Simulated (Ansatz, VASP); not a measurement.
# BiO5: VASP beside Ansatz

```
Bi O
1.0
     3.63244    0.00000    0.00000
    -1.81622    3.14579    0.00000
     0.00000    0.00000    8.99161
Bi O
1 5
Direct
  0.00000 0.00000 0.50000
  0.00000 0.00000 0.28311
  0.00000 0.00000 0.71689
  0.50000 0.00000 0.00000
  0.00000 0.50000 0.00000
  0.50000 0.50000 0.00000
```

Alike in both runs: functional PBE; k mesh 5 × 5 × 2; occupations gaussian, width 0.2 eV; no spin polarisation.

Ansatz relaxed the structure, and its values are those at the end. VASP's run is a single point on that final structure, the one shown.

|  | VASP | Ansatz |
| --- | --- | --- |
| version | VASP 6.6.1 | Ansatz 0.2.0 |
| potentials or method | VASP PAW PBE potentials, release 64 (Bi_d, O), cutoff 600 eV | scalar-relativistic, plane waves, PAW |
| valence electrons in the cell | 45 | 45 |

Ansatz gave:

* gap on the k mesh at the Fermi level (eV): none
* pressure (GPa): 0.4
* rms of the force components (eV/Å): 0.014

Task: What did VASP give for the same quantities?

Result: gap on the k mesh at the Fermi level (eV): none; pressure (GPa): 0.4; rms of the force components (eV/Å): 0.053.

A gap of «none» marks a metal or a gap that the smearing closes. The functional is the same, so the differences come from potentials, cutoffs and numerics.

The k mesh is coarse, so the values compare programs but aren't converged. Neither program's run includes spin-orbit coupling.
